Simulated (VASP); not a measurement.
Set up this calculation in VASP 6.6.1, as the native input.

```
Task                   : single point
Functional             : PBE
Potentials or basis    : VASP PAW PBE potentials, release 64 (Mg, I)
Cutoff                 : 520 eV
k mesh                 : 6 × 6 × 4
Occupations            : gaussian, width 0.02 eV
Spin                   : no spin polarisation
Dipole correction      : no
Further INCAR settings : ALGO = Normal; EDIFF = 1e-06; NBANDS = 15
```

The structure of MgI2 lies in POSCAR:

```
MgI2
1.0
    4.2076325439      0.0000000000      0.0000000000
   -2.1038162719      3.6439166728      0.0000000000
    0.0000000000      0.0000000000      7.8738986883
Mg I
1 2
Direct
    0.0000000000      0.0000000000      0.0000000000
    0.3333333333      0.6666666667      0.7875517932
    0.6666666667      0.3333333333      0.2124482068
```

These files were run (other wordings do the same):

INCAR

```
SYSTEM = MgI2
ALGO     = Normal         ! electronic algorithm
EDIFF    = 1E-6           ! SCF threshold, eV
ENCUT    = 520            ! plane-wave cutoff, eV
GGA      = PE             ! functional
ISIF     = 2              ! what is computed and relaxed
ISMEAR   = 0              ! smearing method
LASPH    = .TRUE.         ! aspherical terms in the spheres
LCHARG   = .FALSE.        ! write CHGCAR
LREAL    = .FALSE.        ! projectors in reciprocal space
LWAVE    = .FALSE.        ! write WAVECAR
NBANDS   = 15             ! bands
NELM     = 60             ! most SCF steps
PREC     = Accurate       ! precision mode
SIGMA    = 0.02           ! smearing width, eV
```

KPOINTS

```
k-points
0
G
  6 6 4
  0 0 0
```

Potentials or basis: VASP PAW PBE potentials, release 64 (Mg, I).

The run is started by

```sh
$ cat potpaw_PBE.64/Mg/POTCAR potpaw_PBE.64/I/POTCAR > POTCAR
$ mpirun -np 1 vasp_std > vasp.out
```

It gave:

The pressure is -0.1 GPa and the largest force is 0.010 eV/Å. The band gap on the k mesh is 3.61 eV, indirect (least direct gap 3.71 eV).

Caveat: spin-orbit coupling is left out, which moves the levels of the heavy elements; this functional lacks dispersion, which binds the layers, so the pressure and a relaxed spacing across them are unreliable.

Wall time 24 s on 1 thread of Intel(R) Xeon(R) Platinum 8375C CPU @ 2.90GHz (Ice Lake), with other jobs on the host, peak memory 0.25 GiB.
